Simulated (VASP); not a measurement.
# CsSnI3: relaxation of cell and atoms with PBEsol+D4

Crystal: CsSnI3.

```xyz
5
Lattice="6.2057 0.0000 0.0000 0.0000 6.2057 0.0000 0.0000 0.0000 6.2057" Properties=species:S:1:pos:R:3 pbc="T T T"
Cs    0.0000    0.0000    0.0000
I     3.1029    3.1029    0.0000
I     3.1029    0.0000    3.1029
I     0.0000    3.1029    3.1029
Sn    3.1029    3.1029    3.1029
```

| Item | Value |
| --- | --- |
| Program | VASP 6.6.1 |
| Task | relaxation of cell and atoms |
| Functional | PBEsol |
| Dispersion | D4 |
| Potentials or basis | VASP PAW PBE potentials, release 64 (Cs_sv, I, Sn_d) |
| Cutoff | 600 eV |
| k mesh | 5 × 5 × 5 |
| Occupations | fermi-dirac, width 0.05 eV |
| Spin | no spin polarisation |
| Dipole correction | no |
| Further INCAR settings | ALGO = Normal; EDIFF = 1e-07; IBRION = 2; EDIFFG = -0.01; NSW = 60; ISIF = 3 |

```yaml
Relaxed_volume: 44.61 Å³/atom
Relaxed_cell: a = 6.064 Å, b = 6.064 Å, c = 6.064 Å, α = 90.00°, β = 90.00°, γ = 90.00°
Space_group_after_relaxing_to_0.05_Å: Pm-3m (No. 221)
Energy_gained_by_relaxing: 4.8 meV/atom
Ionic_steps: 3
Pressure_after_relaxing: 0.0 GPa
Band_gap_on_the_k_mesh: 1.66 eV, direct
Dispersion_energy_per_atom: -0.151 eV
```

Step by step:
| step | energy change (eV) | largest force (eV/Å) | pressure (GPa) | volume (Å³) |
| --- | --- | --- | --- | --- |
| 1 | 0.0000 | 0.0000 | -1.16 | 238.99 |
| 2 | -0.0577 | 0.0000 | -0.36 | 227.20 |
| 3 | -0.0240 | 0.0000 | 0.01 | 223.03 |

Final structure:
```
Cs I Sn
1.0
     6.06437    0.00000    0.00000
     0.00000    6.06437    0.00000
     0.00000    0.00000    6.06437
Cs I Sn
1 3 1
Direct
  0.00000 0.00000 0.00000
  0.50000 0.50000 0.00000
  0.50000 0.00000 0.50000
  0.00000 0.50000 0.50000
  0.50000 0.50000 0.50000
```

Levels at points of the mesh, in eV from the valence-band top:
| k point | band 19 | band 20 | band 21 | band 22 | band 23 | band 24 | band 25 | band 26 |
| --- | --- | --- | --- | --- | --- | --- | --- | --- |
| (0.00, 0.00, 0.00) | -1.70 | -1.49 | -1.49 | -1.49 | 2.83 | 3.65 | 3.65 | 3.98 |

Run time: 2.6 min on 1 thread of Oxide Virtual Turin-like Processor, on a shared host, peak memory 0.38 GiB.

Caveat: the PAW data sets were made with another functional, which shifts forces and pressure a little; spin-orbit coupling is left out, which moves the levels of the heavy elements. A k mesh can miss the band edges.
